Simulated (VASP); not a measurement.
Wanted: the native input for a VASP 6.6.1 run.

- Task: single point
- Functional: PBEsol
- Potentials or basis: VASP PAW PBE potentials, release 64 (H, Si, O)
- Cutoff: 520 eV
- k mesh: 2 × 2 × 1
- Occupations: fermi-dirac, width 0.02 eV
- Spin: collinear spin, ferromagnetic start
- Starting moments: [0.0, 0.0, 0.0, 0.0, 0.0, 0.0, 0.0, 0.0, 0.0, 0.0, 0.0, 0.0, 0.0, 0.0, 0.0, 0.0, 0.0, 0.0, 0.0, 0.0, 0.0, 0.0, 0.0, 1.0] μB
- Dipole correction: no
- Further INCAR settings: LREAL = Auto; ALGO = Normal; EDIFF = 1e-06; NBANDS = 60

The structure of Si16H7O lies in POSCAR:

```
Si16H7O
1.0
    7.6791800000      0.0000000000      0.0000000000
    3.8395900000      6.6503650000      0.0000000000
    0.0000000000      0.0000000000     17.8687650000
H Si O
7 16 1
Direct
    0.1666667000      0.1666667000      0.0559636000
    0.6666667000      0.1666667000      0.0559636000
    0.1666667000      0.6666667000      0.0559636000
    0.6666667000      0.6666667000      0.0559636000
    0.4848367045     -0.0225042409      0.4383776537
   -0.0160691152      0.5056195649      0.4402673056
    0.5710951584      0.5813491796      0.4462005763
    0.1666667000      0.1666667000      0.1399089000
    0.6666667000      0.1666667000      0.1399089000
    0.1666667000      0.6666667000      0.1399089000
    0.6666667000      0.6666667000      0.1399089000
   -0.1667182603      0.3336731937      0.1800547432
    0.3355734303      0.3347723273      0.1860579292
   -0.1674002120      0.8337421143      0.1819267239
    0.3323744897      0.8320654843      0.1802093350
   -0.1604609441      0.3384729709      0.3099742509
    0.3222797229      0.3127785634      0.3192724809
   -0.1847073467      0.8394412025      0.3129195801
    0.3123115916      0.8213872315      0.3099247848
   -0.0183853881      0.0069821440      0.3512191995
    0.4813735113     -0.0210743140      0.3541900973
   -0.0061190463      0.5091206215      0.3561532958
    0.5334363037      0.5240301857      0.3699662035
    0.4517619249      0.3641434756      0.3818924478
```

One way to write it, as run:

INCAR

```
PREC = Accurate ; ENCUT = 520
EDIFF = 1E-6 ; ISMEAR = -1
SIGMA = 0.02 ; LREAL = Auto
LASPH = T ; NELM = 150
ALGO = Normal ; ISIF = 2
LWAVE = F ; LCHARG = F
ISPIN = 2 ; MAGMOM = 0 0 0 0 0 0 0 0 0 0 0 0 0 0 0 0 0 0 0 0 0 0 0 1
LORBIT = 11 ; GGA = PS
NBANDS = 60
```

KPOINTS

```
regular mesh
0
Gamma
  2 2 1
```

Potentials or basis: VASP PAW PBE potentials, release 64 (H, Si, O).

Launch:

```console
$ cat potpaw_PBE.64/H/POTCAR potpaw_PBE.64/Si/POTCAR potpaw_PBE.64/O/POTCAR > POTCAR
$ mpirun -np 1 vasp_std > vasp.out
```

It gave:

* Largest force: 0.373 eV/Å
* Band gap on the k mesh: 0.66 eV, indirect (least direct gap 0.70 eV)
* Net moment: 1.00 μB per cell
* Site moments: H +0.00, +0.01, -0.00; Si -0.00, +0.03, +0.02, +0.00, +0.23; O +0.00 μB
* Valence electrons inside the program's atomic spheres: H 0.56, 0.57; Si 1.71, 1.72, 1.69, 1.73, 1.68, 1.70, 1.66, 1.74; O 5.15

Caveat: the k points lie up to 0.47 Å⁻¹ apart; the PAW data sets were made with another functional, which shifts forces and pressure a little.

Wall time 16 min on 1 thread of Intel(R) Xeon(R) Platinum 8375C CPU @ 2.90GHz (Ice Lake), with other jobs on the host, peak memory 1.4 GiB.
